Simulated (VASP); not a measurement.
Here is a VASP 6.6.1 calculation.

INCAR

```
PREC = Accurate
ENCUT = 700
EDIFF = 1E-6
ISMEAR = 0
SIGMA = 0.15
LREAL = False
LASPH = True
NELM = 120
ALGO = Normal
ISIF = 2
LWAVE = False
LCHARG = False
GGA = PS
NBANDS = 16
GGA_COMPAT = False
```

KPOINTS

```
Automatic mesh
0
Gamma
  34 34 34
```

Contents of POSCAR:

```
Cu
1.0
   -1.4217797220      1.4217797220      1.4049711508
    1.4217797220     -1.4217797220      1.4049711508
    1.4217797220      1.4217797220     -1.4049711508
Cu
1
Direct
    0.0000000000      0.0000000000      0.0000000000
```

Potentials or basis: VASP PAW PBE potentials, release 64 (Cu_sv_GW).

Command:

```bash
$ cat potpaw_PBE.64/Cu_sv_GW/POTCAR > POTCAR
$ mpirun -np 1 vasp_std > vasp.out
```

What does it give for the pressure?

-4.0 GPa.

What does it give for the band gap on the k mesh?

Zero (an odd number of electrons rules out a gap without spin polarisation).

Stress tensor (GPa, compression positive):
```
-4.01  0.00  0.00
 0.00 -4.01  0.00
 0.00  0.00 -4.12
```

Caveat: the cell stands under tension; the PAW data sets were made with another functional, which shifts forces and pressure a little.
